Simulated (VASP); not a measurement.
# Ti (P6_3/mmc) in VASP: relaxation of cell and atoms with r2SCAN

Aim: the relaxation of cell and atoms of Ti with r2SCAN.

All numbers are computed with VASP 6.6.1; they aren't measurements. Logs are shortened: lines on timing, memory, paths and dates and some standing lists are left out, and cuts for length are marked.

**1. The cell of the first run**

It takes space group P6_3/mmc (No. 194, hexagonal). Conventional cell: a = 2.950 Å, b = 2.950 Å, c = 4.680 Å, α = 90.00°, β = 90.00°, γ = 120.00°. Ti (site symmetry -6m2) has 12 Ti at 2.89 to 2.95 Å within 3.8 Å.

**2. Relaxation of cell and atoms, r2SCAN**

File POSCAR:

```
Ti
1.0
    2.9500000000      0.0000000000      0.0000000000
   -1.4750000000      2.5547749412      0.0000000000
    0.0000000000      0.0000000000      4.6800000000
Ti
2
Direct
    0.3333333333      0.6666666667      0.2500000000
    0.6666666667      0.3333333333      0.7500000000
```

File INCAR.step1:

```
SYSTEM = Ti
  PREC = Accurate
  ENCUT = 600
  ISMEAR = -1
  SIGMA = 0.1
  LREAL = .FALSE.
  LASPH = .TRUE.
  NELM = 100
  GGA = PE
  ALGO = Normal
  EDIFF = 1E-4
  LWAVE = .TRUE.
  LCHARG = .FALSE.
```

File INCAR.step2:

```
SYSTEM = Ti
  PREC = Accurate
  ENCUT = 600
  EDIFF = 1E-6
  ISMEAR = -1
  SIGMA = 0.1
  LREAL = .FALSE.
  LASPH = .TRUE.
  NELM = 100
  ALGO = Normal
  ISIF = 3
  LWAVE = .FALSE.
  LCHARG = .FALSE.
  METAGGA = R2SCAN
  LMIXTAU = .TRUE.
  IBRION = 2
  NSW = 100
  EDIFFG = -0.002
  ISTART = 1
```

File KPOINTS:

```
Automatic mesh
0
G
  12 12 8
  0 0 0
```

Potentials or basis: VASP PAW PBE potentials, release 64 (Ti_sv).

The run is started by

```
$ cat potpaw_PBE.64/Ti_sv/POTCAR > POTCAR
$ cp INCAR.step1 INCAR
$ mpirun -np 1 vasp_std > vasp.out
$ cp INCAR.step2 INCAR
$ mpirun -np 1 vasp_std > vasp.out
```

OUTCAR:

```text
SYSTEM = Ti
   PREC = Accurate
   ENCUT = 600
   EDIFF = 1E-6
   ISMEAR = -1
   LREAL = .FALSE.
   LASPH = .TRUE.
   NELM = 100
   ISIF = 3
   METAGGA = R2SCAN
   IBRION = 2
   NSW = 100
   EDIFFG = -0.002
   ISTART = 1

 ion  position               nearest neighbor table
   1  0.333  0.667  0.250-   2 2.89   2 2.89   2 2.89   2 2.89   2 2.89   2 2.89
   2  0.667  0.333  0.750-   1 2.89   1 2.89   1 2.89   1 2.89   1 2.89   1 2.89

  LATTYP: Found a hexagonal cell.
 ALAT       =     2.9500000000
 C/A-ratio  =     1.5864406780

  Lattice vectors:

 A1 = (   2.9500000000,   0.0000000000,   0.0000000000)
 A2 = (  -1.4750000000,   2.5547749412,   0.0000000000)
 A3 = (   0.0000000000,   0.0000000000,   4.6800000000)

Analysis of symmetry for initial positions (statically):
=====================================================================
 Subroutine PRICEL returns:
 Original cell was already a primitive cell.

 Routine SETGRP: Setting up the symmetry group for a
 hexagonal supercell.

 Subroutine GETGRP returns: Found 24 space group operations
 (whereof 12 operations were pure point group operations)
 out of a pool of 24 trial point group operations.

The static configuration has the point symmetry D_3d.
 The point group associated with its full space group is D_6h.

Analysis of symmetry for dynamics (positions and initial velocities):
=====================================================================
 Subroutine PRICEL returns:
 Original cell was already a primitive cell.

 Routine SETGRP: Setting up the symmetry group for a
 hexagonal supercell.

 Subroutine GETGRP returns: Found 24 space group operations
 (whereof 12 operations were pure point group operations)
 out of a pool of 24 trial point group operations.

The dynamic configuration has the point symmetry D_3d.
 The point group associated with its full space group is D_6h.

 Subroutine INISYM returns: Found 24 space group operations
 (whereof 12 operations are pure point group operations),
 and found     1 'primitive' translations

----------------------------------------------------------------------------------------

                                     Primitive cell

  volume of cell :      35.2712

  direct lattice vectors                    reciprocal lattice vectors
[... 110 lines left out ...]
  Thomas-Fermi vector in A             =   2.558722
   LORBIT       =      0    0 simple, 1 ext, 2 COOP (PROOUT), +10 PAW based schemes
   METAGGA = R2SCAN    functional components
   LHFCALC =     F    Hartree Fock is set to
   AEXX    =    0.0000 exact exchange contribution
   IVDW    =     0    specifies the selected vdW correction
   LEPSILON=     F    determine dielectric tensor
   LRPA    =     F    only Hartree local field effects (RPA)
 conjugate gradient relaxation of ions
 non-spin polarized calculation
  energy-cutoff  :      600.00
  volume of cell :       35.27
 maximum number of plane-waves:      1194
 NGX is ok and might be reduce to    24
   NGX = 11   NGY = 11   NGZ = 19

--------------------------------------- Ionic step        1  -------------------------------------------

 number of electron      23.9999997 magnetization

 Free energy of the ion-electron system (eV)
  ---------------------------------------------------
  ext. energy  EPLUGINS =         0.00000000
  ---------------------------------------------------
  free energy    TOTEN  =       -25.92855627 eV

  energy without entropy =      -25.86210513  energy(sigma->0) =      -25.89533070

------------------------ aborting loop because EDIFF is reached ----------------------------------------

  FORCE on cell =-STRESS in cart. coord.  units (eV):
  Direction    XX          YY          ZZ          XY          YZ          ZX
  --------------------------------------------------------------------------------------
  -------------------------------------------------------------------------------------
  Total       -0.3261231     -0.3261231     -0.4206150     -0.0000000      0.0000000      0.0000000
  in kB      -14.8139754    -14.8139754    -19.1062210     -0.0000000      0.0000000      0.0000000
  external PRESSURE =     -16.2447239 kB  Pullay stress =       0.0000000 kB
[... 89 lines left out ...]
  FREE ENERGIE OF THE ION-ELECTRON SYSTEM (eV)
  ---------------------------------------------------
  free  energy   TOTEN  =       -25.9311696896 eV

  energy  without entropy=      -25.8658912469  energy(sigma->0) =      -25.89853047

[... ionic steps 4 to 10 ...]

--------------------------------------- Ionic step       11  -------------------------------------------

 number of electron      23.9999994 magnetization

------------------------ aborting loop because EDIFF is reached ----------------------------------------
[... 67 lines left out ...]
--------------------------------------- Ionic step       13  -------------------------------------------

 number of electron      23.9999994 magnetization

 Free energy of the ion-electron system (eV)
  ---------------------------------------------------
  ext. energy  EPLUGINS =         0.00000000
  ---------------------------------------------------
  free energy    TOTEN  =       -25.93121693 eV

  energy without entropy =      -25.86600234  energy(sigma->0) =      -25.89860964

 E-fermi :   8.3736     XC(G=0): -12.3920

 val. band max:        8.3477218949   @ k =   0.3333   0.2500   0.3750
 cond. band min:       8.4092022897   @ k =   0.3333   0.3333   0.2500
 fundamental gap:      0.0614803948
 Fermi energy:         8.3736218208

 k-point     1 :       0.0000    0.0000    0.0000
  band No.  band energies     occupation
      1     -50.8460      2.00000
      2     -50.7020      2.00000
      3     -26.4051      2.00000
      4     -25.7437      2.00000
      5     -25.7436      2.00000
      6     -25.6673      2.00000
[... 433 lines left out ...]
      3     -26.2200      2.00000
      4     -26.0748      2.00000
      5     -26.0116      2.00000
      6     -25.8500      2.00000
[... 8 lines left out ...]
     15       9.4560      0.00004
     16      11.1547      0.00000

 [... further k-points ...]

------------------------ aborting loop because EDIFF is reached ----------------------------------------

  FORCE on cell =-STRESS in cart. coord.  units (eV):
  Direction    XX          YY          ZZ          XY          YZ          ZX
  --------------------------------------------------------------------------------------
  -------------------------------------------------------------------------------------
  Total        0.0029853      0.0029853      0.0006509      0.0000000      0.0000000      0.0000000
  in kB        0.1375714      0.1375714      0.0299956      0.0000000      0.0000000      0.0000000
  external PRESSURE =       0.1017128 kB  Pullay stress =       0.0000000 kB
[... 17 lines left out ...]
  FREE ENERGIE OF THE ION-ELECTRON SYSTEM (eV)
  ---------------------------------------------------
  free  energy   TOTEN  =       -25.9312169313 eV

  energy  without entropy=      -25.8660023437  energy(sigma->0) =      -25.89860964

 reached required accuracy - stopping structural energy minimisation
```

OUTCAR.step1:

```text
SYSTEM = Ti
   PREC = Accurate
   ENCUT = 600
   ISMEAR = -1
   LREAL = .FALSE.
   LASPH = .TRUE.
[... 680 lines left out ...]
     -0.00000      1.70318      1.17000         0.000000     -0.000000      0.000000
      1.47500      0.85159      3.51000        -0.000000      0.000000      0.000000
 -----------------------------------------------------------------------------------
    total drift:                               -0.000000      0.000000     -0.000000

  FREE ENERGIE OF THE ION-ELECTRON SYSTEM (eV)
  ---------------------------------------------------
  free  energy   TOTEN  =       -15.7050979976 eV

  energy  without entropy=      -15.6265321743  energy(sigma->0) =      -15.66581509
```

Wall time 13 min (1 thread of Intel Xeon Platinum 8488C (Sapphire Rapids), shared host); peak memory 0.21 GiB.

What came out:

| Quantity | Value |
| --- | --- |
| Free energy | -25.9312 eV |
| Relaxed volume | 17.38 Å³/atom |
| Relaxed cell | a = 2.939 Å, b = 2.939 Å, c = 4.647 Å, α = 90.00°, β = 90.00°, γ = 120.00° |
| Space group after relaxing (to 0.1 Å) | P6_3/mmc (No. 194) |
| Energy gained by relaxing | 1.3 meV/atom |
| Ionic steps | 13 |
| Pressure after relaxing | 0.0 GPa |
| Band gap on the k mesh | zero (bands 12 and 13 overlap by 1.21 eV) |

Step by step:
```
step  energy change (eV)  largest force (eV/Å)  pressure (GPa)  volume (Å³)
   1              0.0000                0.0000           -1.62        35.27
   2             -0.0009                0.0000            1.39        34.37
   3             -0.0026                0.0000            0.00        34.77
   4             -0.0026                0.0000            0.04        34.76
   5             -0.0027                0.0000            0.03        34.76
   6             -0.0027                0.0000            0.02        34.76
   7             -0.0027                0.0000            0.03        34.76
   8             -0.0027                0.0000            0.03        34.76
   9             -0.0027                0.0000            0.03        34.76
  10             -0.0027                0.0000            0.03        34.76
  11             -0.0027                0.0000           -0.02        34.78
  12             -0.0027                0.0000           -0.02        34.77
  13             -0.0027                0.0000            0.01        34.77
```

Final structure:
```cif
data_structure
_symmetry_space_group_name_H-M 'P 1'
_symmetry_Int_Tables_number 1
_cell_length_a 2.9394
_cell_length_b 2.9394
_cell_length_c 4.6466
_cell_angle_alpha 90.000
_cell_angle_beta 90.000
_cell_angle_gamma 120.000
_cell_volume 34.77
loop_
_atom_site_label
_atom_site_type_symbol
_atom_site_fract_x
_atom_site_fract_y
_atom_site_fract_z
_atom_site_occupancy
Ti1 Ti 0.33333 0.66667 0.25000 1
Ti2 Ti 0.66667 0.33333 0.75000 1
```

Caveat: the PAW data sets were made with another functional, which shifts forces and pressure a little.

The gap in the log of VASP goes by the Fermi energy; the results here count the filled bands.